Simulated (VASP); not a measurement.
# Mo (Im-3m) in VASP: further runs, part 2 of 2

VASP 6.6.1. Earlier steps stand in the parts before.

## (5) Relaxation of cell and atoms, PBE

Input file INCAR:

```
ALGO = Normal ; EDIFF = 1E-7
EDIFFG = -0.005 ; ENCUT = 600
GGA = PE ; IBRION = 2
ISIF = 3 ; ISMEAR = -1
LASPH = T ; LCHARG = F
LREAL = F ; LWAVE = F
NELM = 100 ; NSW = 60
PREC = Accurate ; SIGMA = 0.08
```

Input file KPOINTS:

```
k-points
0
Gamma
  19 19 19
```

Input file POSCAR:

```
Mo
1.0
   -1.5813925127      1.5813925127      1.5813925127
    1.5813925127     -1.5813925127      1.5813925127
    1.5813925127      1.5813925127     -1.5813925127
Mo
1
Direct
    0.0000000000      0.0000000000      0.0000000000
```

Potentials or basis: VASP PAW PBE potentials, release 64 (Mo_sv).

Started as:

```
> cat potpaw_PBE.64/Mo_sv/POTCAR > POTCAR
> mpirun -np 1 vasp_std > vasp.out
```

OUTCAR:

```text
EDIFF = 1E-7
   EDIFFG = -0.005
   ENCUT = 600
   GGA = PE
   IBRION = 2
   ISIF = 3
   ISMEAR = -1
   LASPH = T
   LREAL = F
   NELM = 100
   NSW = 60
   PREC = Accurate

 ion  position               nearest neighbor table
   1  0.000  0.000  0.000-

  LATTYP: Found a body centered cubic cell.
 ALAT       =     3.1627850254

  Lattice vectors:

 A1 = (  -1.5813925127,   1.5813925127,   1.5813925127)
 A2 = (   1.5813925127,  -1.5813925127,   1.5813925127)
 A3 = (   1.5813925127,   1.5813925127,  -1.5813925127)

Analysis of symmetry for initial positions (statically):
=====================================================================
 Subroutine PRICEL returns:
 Original cell was already a primitive cell.

 Routine SETGRP: Setting up the symmetry group for a
 body centered cubic supercell.

 Subroutine GETGRP returns: Found 48 space group operations
 (whereof 48 operations were pure point group operations)
 out of a pool of 48 trial point group operations.

The static configuration has the point symmetry O_h .

Analysis of symmetry for dynamics (positions and initial velocities):
=====================================================================
 Subroutine PRICEL returns:
 Original cell was already a primitive cell.

 Routine SETGRP: Setting up the symmetry group for a
 body centered cubic supercell.

[... 220 lines left out ...]

 number of electron      14.0000002 magnetization

 Free energy of the ion-electron system (eV)
  ---------------------------------------------------
  ext. energy  EPLUGINS =         0.00000000
  ---------------------------------------------------
  free energy    TOTEN  =       -10.94230972 eV

  energy without entropy =      -10.92892818  energy(sigma->0) =      -10.93561895

 E-fermi :  12.4140     XC(G=0): -13.3256

 val. band max:       12.4100638342   @ k =   0.3684   0.1053   0.0526
 cond. band min:      12.4702062902   @ k =   0.3684   0.0526   0.0000
 fundamental gap:      0.0601424561
 Fermi energy:        12.4139756217

 k-point     1 :       0.0000    0.0000    0.0000
  band No.  band energies     occupation
      1     -48.8692      2.00000
      2     -22.1621      2.00000
      3     -22.1621      2.00000
      4     -22.1621      2.00000
      5       5.2124      2.00000
      6      11.0679      2.00000
      7      11.0679      2.00000
      8      11.0679      2.00000
      9      14.0512      0.00000
     10      14.0512      0.00000
     11      27.2243      0.00000
[... 309 lines left out ...]
 k-point    24 :       0.3158    0.1053    0.0000
  band No.  band energies     occupation
      1     -48.6491      2.00000
      2     -23.2880      2.00000
      3     -22.5585      2.00000
      4     -22.2237      2.00000
      5       7.7100      2.00000
      6       9.4020      2.00000
      7      11.5642      1.99995
      8      13.7612      0.00000
      9      14.7383      0.00000
     10      16.3881      0.00000
     11      25.3565      0.00000

 [... further k-points ...]

------------------------ aborting loop because EDIFF is reached ----------------------------------------

  FORCE on cell =-STRESS in cart. coord.  units (eV):
  Direction    XX          YY          ZZ          XY          YZ          ZX
  --------------------------------------------------------------------------------------
  -------------------------------------------------------------------------------------
  Total        0.0006592      0.0006592      0.0006592     -0.0000000     -0.0000000      0.0000000
  in kB        0.0667939      0.0667939      0.0667939     -0.0000000     -0.0000000      0.0000000
  external PRESSURE =       0.0667939 kB  Pullay stress =       0.0000000 kB
[... 16 lines left out ...]
  FREE ENERGIE OF THE ION-ELECTRON SYSTEM (eV)
  ---------------------------------------------------
  free  energy   TOTEN  =       -10.9423097229 eV

  energy  without entropy=      -10.9289281822  energy(sigma->0) =      -10.93561895

 reached required accuracy - stopping structural energy minimisation
```

OSZICAR:

```text
N       E                     dE             d eps       ncg     rms          rms(c)
DAV:   1     0.983042288360E+02    0.98304E+02   -0.89677E+03  4864   0.145E+03
DAV:   2    -0.101039459319E+02   -0.10841E+03   -0.10497E+03  5262   0.358E+02
DAV:   3    -0.116073698411E+02   -0.15034E+01   -0.14908E+01  5588   0.421E+01
DAV:   4    -0.116119932456E+02   -0.46234E-02   -0.46230E-02  5295   0.264E+00
[... 17 lines left out ...]
DAV:   1    -0.109425163516E+02   -0.22116E-03   -0.51048E-03  5041   0.102E+00    0.153E-01
DAV:   2    -0.109423241158E+02    0.19224E-03   -0.41451E-04  5014   0.257E-01    0.261E-02
DAV:   3    -0.109423105784E+02    0.13537E-04   -0.56079E-05  5268   0.931E-02    0.227E-02
DAV:   4    -0.109423097910E+02    0.78738E-06   -0.10376E-06  5035   0.121E-02    0.104E-03
DAV:   5    -0.109423097229E+02    0.68078E-07   -0.74509E-08  3285   0.345E-03
   3 F= -.10942310E+02 E0= -.10935619E+02  d E =-.242915E-05
```

Wall time 1.7 min (1 thread of Intel Xeon 8259CL, shared host); peak memory 0.19 GiB.

Results:

| Property | Result |
| --- | --- |
| Free energy | -10.9423 eV |
| Relaxed volume | 15.81 Å³/atom |
| Relaxed cell | a = 2.739 Å, b = 2.739 Å, c = 2.739 Å, α = 109.47°, β = 109.47°, γ = 109.47° |
| Space group after relaxing (to 0.1 Å) | Im-3m (No. 229) |
| Energy gained by relaxing | 0.0 meV/atom |
| Ionic steps | 3 |
| Pressure after relaxing | 0.0 GPa |
| Band gap on the k mesh | zero (bands 7 and 8 overlap by 5.07 eV) |

Final structure:
```
CELL_PARAMETERS angstrom
-1.58115 1.58115 1.58115
1.58115 -1.58115 1.58115
1.58115 1.58115 -1.58115
ATOMIC_POSITIONS crystal
Mo 0.00000 0.00000 0.00000
```

## (6) Overview

| task | cell | k mesh | cutoff (eV) | gap on the mesh (eV) | pressure (GPa) |
| --- | --- | --- | --- | --- | --- |
| single point | a = 2.737 Å, angles 109.5°, 1 atom, atomic positions A | 19 × 19 × 19 | 520 | none | 0.5 |
| single point | a = 3.161 Å, 2 atoms, atomic positions B | 12 × 12 × 12 | 520 | none | 0.7 |
| relaxation of cell and atoms | relaxed from a = 2.739 Å, angles 109.5°, 1 atom, atomic positions A | 19 × 19 × 19 | 600 | none | 0.0 |

Alike in all rows: level PBE; potentials or basis VASP PAW PBE potentials, release 64 (Mo_sv); no spin polarisation; smearing fermi-dirac 0.08 eV.

Absolute energies hang on the potentials; compare differences alone.

The gap in the log of VASP goes by the Fermi energy; the results here count the filled bands.